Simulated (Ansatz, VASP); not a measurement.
**Two plane-wave programs on PtS2**

```xyz
3
Lattice="3.2738 0.0000 0.0000 -1.6369 2.8352 0.0000 0.0000 0.0000 6.5133" Properties=species:S:1:pos:R:3 pbc="T T T"
Pt    0.0000    0.0000    0.0000
S     0.0000    1.8901    1.4119
S     1.6369    0.9451    5.1013
```

Alike in both runs: functional PBE; k mesh 12 × 12 × 6; occupations gaussian, width 0.05 eV; no spin polarisation.

Ansatz relaxed the structure, and its values are those at the end. VASP's run is a single point on that final structure, the one shown.

|  | VASP | Ansatz |
| --- | --- | --- |
| version | VASP 6.6.1 | Ansatz 0.2.0 |
| potentials or method | VASP PAW PBE potentials, release 64 (Pt, S), cutoff 520 eV | scalar-relativistic, plane waves, PAW |
| valence electrons in the cell | 22 | 30 |

|  | VASP | Ansatz | Ansatz less VASP |
| --- | --- | --- | --- |
| gap on the k mesh at the Fermi level (eV) | 1.02 | 1.02 | +0.004 |
| least direct gap on the mesh (eV) | 1.43 | 1.43 | -0.001 |
| pressure (GPa) | 11.3 | 11.8 | +0.49 |
| rms of the force components (eV/Å) | 0.020 | 0.003 | -0.0177 |

VASP's potentials hold 22 valence electrons a cell and Ansatz's 30, so a difference there can come from the potentials and not from the codes. Ansatz's warnings: stress scf threshold loose.

Neither program's run includes spin-orbit coupling.
